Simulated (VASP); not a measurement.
Here is a VASP 6.6.1 calculation.

The input POSCAR:

```
Mo
1.0
    3.2764475038      0.0000000000      0.0000000000
    0.0000000000      3.2764475038      0.0000000000
    0.0000000000      0.0000000000      3.2764475038
Mo
2
Direct
    0.0000000000      0.0000000000      0.0000000000
    0.5000000000      0.5000000000      0.5000000000
```

The input INCAR.step1:

```
SYSTEM = Mo
  PREC = Accurate
  ENCUT = 520
  ISMEAR = 0
  SIGMA = 0.1
  LREAL = .False.
  LASPH = .True.
  NELM = 80
  NBANDS = 21
  GGA = PE
  ALGO = Normal
  EDIFF = 1E-4
  LWAVE = .True.
  LCHARG = .False.
```

Contents of INCAR.step2:

```
SYSTEM = Mo
  PREC = Accurate
  ENCUT = 520
  EDIFF = 1E-6
  ISMEAR = 0
  SIGMA = 0.1
  LREAL = .False.
  LASPH = .True.
  NELM = 80
  ALGO = Normal
  ISIF = 2
  LWAVE = .False.
  LCHARG = .True.
  METAGGA = R2SCAN
  LMIXTAU = .True.
  LELF = .True.
  LVHAR = .True.
  NBANDS = 21
  ISTART = 1
```

The input KPOINTS:

```
regular mesh
0
Gamma
  16 16 16
  0 0 0
```

Potentials or basis: VASP PAW PBE potentials, release 64 (Mo_sv).

Command:

```bash
$ cat potpaw_PBE.64/Mo_sv/POTCAR > POTCAR
$ cp INCAR.step1 INCAR
$ mpirun -np 1 vasp_std > vasp.out
$ cp INCAR.step2 INCAR
$ mpirun -np 1 vasp_std > vasp.out
```

Problem. What does it give for the band gap on the k mesh?

Solution. Zero (bands 14 and 15 overlap by 1.76 eV).

Problem. What does it give for the pressure?

Solution. -24.3 GPa.

Caveat: the cell differs from its parent crystal (equal strain along all axes, cell held: +4.0 %); the cell stands under tension; the PAW data sets were made with another functional, which shifts forces and pressure a little.
